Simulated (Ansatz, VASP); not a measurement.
**Two plane-wave programs on Ti3H2**

```
Ti H
1.0
     2.98532    0.00000    0.00000
    -1.49266    2.58536    0.00000
     0.00000    0.00000    7.51204
Ti H
3 2
Direct
  0.33333 0.66667 0.35104
  0.66667 0.33333 0.64896
  0.00000 0.00000 0.00000
  0.33333 0.66667 0.09531
  0.66667 0.33333 0.90469
```

Alike in both runs: functional PBE; k mesh 12 × 12 × 4; occupations gaussian, width 0.1 eV; no spin polarisation.

Ansatz relaxed the structure, and its values are those at the end. VASP's run is a single point on that final structure, the one shown.

|  | VASP | Ansatz |
| --- | --- | --- |
| version | VASP 6.6.1 | Ansatz 0.2.0 |
| potentials or method | VASP PAW PBE potentials, release 64 (Ti_sv, H), cutoff 520 eV | scalar-relativistic, plane waves, PAW |
| valence electrons in the cell | 38 | 38 |

VASP gave:

```
gap on the k mesh at the Fermi level (eV) : none
pressure (GPa)                            : -0.2
rms of the force components (eV/Å)        : 0.005
```

Question: Estimate Ansatz's values.

Answer: gap on the k mesh at the Fermi level (eV): none; pressure (GPa): 0.0; rms of the force components (eV/Å): 0.001.

A gap of «none» marks a metal or a gap that the smearing closes. With one functional, cell and mesh, what is left measures potentials, basis and numerics.
